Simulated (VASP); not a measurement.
Runs of VASP 6.6.1 on LiH. The structure is that of space group Pm-3m (No. 221), or close to it. The cells are those of the table. 

```tsv
level	cell	smearing	gap on the mesh (eV)
PBE	a = 2.489, b = 2.489, c = 2.497 Å, 2 atoms	fermi-dirac 0.02 eV	0.70
r2SCAN	a = 2.502, b = 2.502, c = 2.358 Å, 2 atoms	gaussian 0.01 eV	1.03
PBE	a = 2.502, b = 2.502, c = 2.358 Å, 2 atoms	fermi-dirac 0.02 eV	0.46
PBE	a = 2.537, b = 2.537, c = 2.502 Å, 2 atoms	fermi-dirac 0.02 eV	(a)
```

Alike in all rows: task single point; potentials or basis VASP PAW PBE potentials, release 64 (Li_sv, H); no spin polarisation; k mesh 10 × 10 × 10; cutoff (eV) 520.

Question: Estimate the missing entries.

Answer: (a) 0.69.

A k mesh can miss the band edges.
